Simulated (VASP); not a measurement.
Crystal: Fe.

```xyz
1
Lattice="2.2519 0.0000 0.0000 0.0000 2.2519 0.0000 0.0000 0.0000 2.2519" Properties=species:S:1:pos:R:3 pbc="T T T"
Fe    0.0000    0.0000    0.0000
```

This cell differs from its parent crystal: volume scaled by 0.96.

Base run:

* Program: VASP 6.6.1
* Functional: revPBE
* Potentials or basis: VASP PAW PBE potentials, release 64 (Fe_sv)
* Cutoff: 600 eV
* k mesh: 15 × 15 × 15
* Occupations: fermi-dirac, width 0.1 eV
* Spin: no spin polarisation

Its results: band gap on the k mesh zero (band 8 reaches 14.47 eV, above the bottom of band 9 at 11.67 eV); pressure 5.2 GPa.

The run is repeated on the same cell with these changes: potentials or basis from VASP PAW PBE potentials, release 64 (Fe_sv) to VASP PAW PBE potentials, release 64 (Fe); cutoff from 600 eV to 520 eV; further incar settings from ALGO = Normal; EDIFF = 1e-06; NBANDS = 14 to ALGO = Normal; EDIFF = 1e-06; NBANDS = 10; valence electrons from 16 to 8. What comes out?

Band gap on the k mesh zero (band 4 reaches 8.20 eV, above the bottom of band 5 at 5.43 eV); pressure 7.7 GPa.

Caveats: the PAW data sets were made with another functional, which shifts forces and pressure a little; the run has no spin polarisation, though such a crystal can be magnetic.
